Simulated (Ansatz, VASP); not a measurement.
CdSe4: VASP beside Ansatz

```
Cd Se
1.0
     5.17480    0.00000    0.00000
     0.00000    5.17480    0.00000
     0.00000    0.00000    5.17480
Cd Se
1 4
Direct
  0.50000 0.50000 0.50000
  0.00000 0.00000 0.00000
  0.50000 0.50000 0.00000
  0.50000 0.00000 0.50000
  0.00000 0.50000 0.50000
```

Change from the starting cell: species swapped into the Ni4N type (Pm-3m, No. 221).

Alike in both runs: functional PBE; k mesh 8 × 8 × 8; occupations gaussian, width 0.1 eV; no spin polarisation.

Ansatz relaxed the structure, and its values are those at the end. VASP's run is a single point on that final structure, the one shown.

```csv
,VASP,Ansatz
version,VASP 6.6.1,Ansatz 0.2.0
potentials or method,"VASP PAW PBE potentials, release 64 (Cd, Se), cutoff 520 eV","scalar-relativistic, plane waves, PAW"
valence electrons in the cell,36,84
```

|  | VASP | Ansatz | Ansatz less VASP |
| --- | --- | --- | --- |
| gap on the k mesh at the Fermi level (eV) | none | none | - |
| pressure (GPa) | 0.3 | 0.0 | -0.28 |

A gap of «none» marks a metal or a gap that the smearing closes. VASP's potentials hold 36 valence electrons a cell and Ansatz's 84, so a difference there can come from the potentials and not from the codes.
